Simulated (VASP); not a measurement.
Si36N (a cell with a defect): relaxation of the atoms with PBE

The system is Si36N (a cell with a defect).

```
CELL_PARAMETERS angstrom
-5.77692 3.33531 -6.36502
5.77692 3.33531 -6.36502
0.00000 -6.67061 -6.36502
ATOMIC_POSITIONS crystal
Si 0.42291 0.09539 0.42293
Si 0.75185 0.09505 0.08610
Si 0.08949 0.42666 0.41779
Si 0.75375 0.76215 0.41534
Si 0.41786 0.42672 0.08943
Si 0.08886 0.09310 0.75808
Si 0.75237 0.42440 0.75234
Si 0.10470 0.78367 0.10083
Si 0.41534 0.76223 0.75372
Si 0.03380 0.04611 0.37581
Si 0.37583 0.04613 0.03381
Si 0.69781 0.37199 0.36449
Si 0.36670 0.70709 0.36674
Si 0.03123 0.36583 0.03124
Si 0.70226 0.03571 0.69610
Si 0.36449 0.37202 0.69782
Si 0.68332 0.69733 0.02999
Si 0.02667 0.70084 0.68217
Si 0.29790 0.97229 0.29789
Si 0.63616 0.96398 0.96216
Si 0.96245 0.30553 0.29554
Si 0.62918 0.63592 0.29259
Si 0.29557 0.30557 0.96244
Si 0.96270 0.96489 0.63593
Si 0.62843 0.29969 0.62844
Si 0.94056 0.62489 0.94512
Si 0.29259 0.63595 0.62917
Si 0.91143 0.92538 0.25369
Si 0.25295 0.92181 0.91155
Si 0.57518 0.24664 0.23845
Si 0.24422 0.58112 0.24421
Si 0.90625 0.24367 0.90844
Si 0.57455 0.91165 0.57455
Si 0.23843 0.24664 0.57519
Si 0.56435 0.57676 0.90204
Si 0.90211 0.57669 0.56431
N 0.99405 0.76192 0.99171
```

This cell differs from its parent crystal: with an interstitial atom.

- Program: VASP 6.6.1
- Task: relaxation of the atoms
- Functional: PBE
- Potentials or basis: VASP PAW PBE potentials, release 64 (Si, N)
- Cutoff: 520 eV
- k mesh: 2 × 2 × 2, shifted
- Occupations: gaussian, width 0.02 eV
- Spin: no spin polarisation
- Dipole correction: no
- Charge: 1
- Further INCAR settings: LREAL = Auto; ALGO = Normal; EDIFF = 1e-06; IBRION = 2; EDIFFG = -0.025; NSW = 65; NELECT = 148.0

```yaml
Energy_gained_by_relaxing: 3.8 meV/atom
Ionic_steps: 19
Largest_force_after_relaxing: 0.024 eV/Å
```

Forces in eV/Å, atoms in the order of the input:
```
Si  -0.002 -0.001  0.006
Si   0.001 -0.004  0.006
Si   0.001  0.002  0.006
Si  -0.002  0.006 -0.005
Si   0.002  0.005 -0.001
Si   0.003  0.012  0.004
Si   0.001 -0.001 -0.003
Si   0.002  0.000  0.021
Si   0.000 -0.006  0.002
Si   0.002  0.000 -0.001
Si   0.003 -0.003  0.005
Si  -0.002 -0.001  0.000
Si  -0.006 -0.001 -0.005
Si   0.001  0.003  0.006
Si   0.014  0.002  0.004
Si   0.002 -0.003  0.007
Si  -0.004 -0.001 -0.001
Si  -0.006 -0.008  0.005
Si  -0.007  0.000  0.001
Si   0.009 -0.001  0.005
Si   0.004  0.009  0.002
Si  -0.002  0.000 -0.010
Si  -0.001 -0.004 -0.004
Si  -0.002  0.001 -0.008
Si   0.007  0.001 -0.009
Si  -0.002  0.002  0.003
Si  -0.001  0.002 -0.007
Si   0.003  0.000  0.009
Si   0.001 -0.008 -0.007
Si   0.003  0.008  0.001
Si  -0.011  0.002 -0.008
Si  -0.007 -0.007  0.003
Si   0.001 -0.004 -0.001
Si   0.003  0.007  0.003
Si   0.001 -0.003 -0.002
Si  -0.001 -0.005 -0.006
N   -0.009 -0.001 -0.022
```

Step by step:
```
step  energy change (eV)  largest force (eV/Å)  pressure (GPa)
   1              0.0000                1.7294           -0.41
   2             -0.0458                2.0265           -0.81
   3             -0.0954                1.0360           -0.67
   4             -0.0975                1.3050           -0.79
   5             -0.1231                0.4631           -0.74
   6             -0.1338                0.1076           -0.68
   7             -0.1338                0.1076           -0.68
   8             -0.1362                0.1028           -0.68
   9             -0.1371                0.2308           -0.68
  10             -0.1383                0.0577           -0.68
  11             -0.1384                0.0876           -0.68
  12             -0.1390                0.0721           -0.68
  13             -0.1401                0.0363           -0.67
  14             -0.1402                0.0450           -0.66
  15             -0.1406                0.0342           -0.67
  16             -0.1408                0.1008           -0.67
  17             -0.1411                0.0338           -0.66
  18             -0.1411                0.0499           -0.66
  19             -0.1412                0.0235           -0.66
```

Final structure:
```
CELL_PARAMETERS angstrom
-5.77692 3.33531 -6.36502
5.77692 3.33531 -6.36502
0.00000 -6.67061 -6.36502
ATOMIC_POSITIONS crystal
Si 0.42231 0.09576 0.42253
Si 0.75660 0.09160 0.08904
Si 0.08906 0.42713 0.41752
Si 0.75336 0.76207 0.41579
Si 0.41719 0.42712 0.08916
Si 0.08888 0.09142 0.75672
Si 0.75192 0.42413 0.75185
Si 0.10472 0.78571 0.10418
Si 0.41620 0.76219 0.75310
Si 0.03432 0.04462 0.37395
Si 0.37434 0.04472 0.03405
Si 0.69803 0.37092 0.36439
Si 0.36733 0.70569 0.36761
Si 0.03097 0.36465 0.03117
Si 0.69910 0.03593 0.69887
Si 0.36452 0.37097 0.69815
Si 0.68138 0.70192 0.02806
Si 0.02804 0.70204 0.68173
Si 0.29853 0.97164 0.29838
Si 0.63566 0.96704 0.96339
Si 0.96235 0.30559 0.29524
Si 0.62976 0.63570 0.29311
Si 0.29495 0.30572 0.96241
Si 0.96346 0.96709 0.63524
Si 0.62816 0.29998 0.62805
Si 0.94091 0.62126 0.94144
Si 0.29304 0.63577 0.63007
Si 0.90704 0.92565 0.25377
Si 0.25418 0.92580 0.90660
Si 0.57467 0.24677 0.23923
Si 0.24496 0.58089 0.24520
Si 0.90649 0.24354 0.90652
Si 0.57480 0.91176 0.57436
Si 0.23908 0.24679 0.57505
Si 0.56558 0.57608 0.90280
Si 0.90282 0.57625 0.56566
N 0.99359 0.76150 0.99374
```

Levels at points of the mesh, in eV from the Fermi level:
| k point | band 72 | band 73 | band 74 | band 75 | band 76 | band 77 |
| --- | --- | --- | --- | --- | --- | --- |
| (0.25, 0.25, 0.25) | -0.56 | -0.13 | 0.12 | 0.35 | 1.04 | 1.21 |

Run time: 14 min on 1 × NVIDIA H100 80GB with 1 thread of Intel(R) Xeon(R) Platinum 8481C CPU @ 2.70GHz (Sapphire Rapids), with other jobs on the host, peak memory 1.6 GiB.

Caveat: the cell carries a net charge on a neutralising background, which shifts energy and pressure; the cell differs from its parent crystal (with an interstitial atom); the cell is charged against a uniform background, so pressure and absolute levels hang on convention.
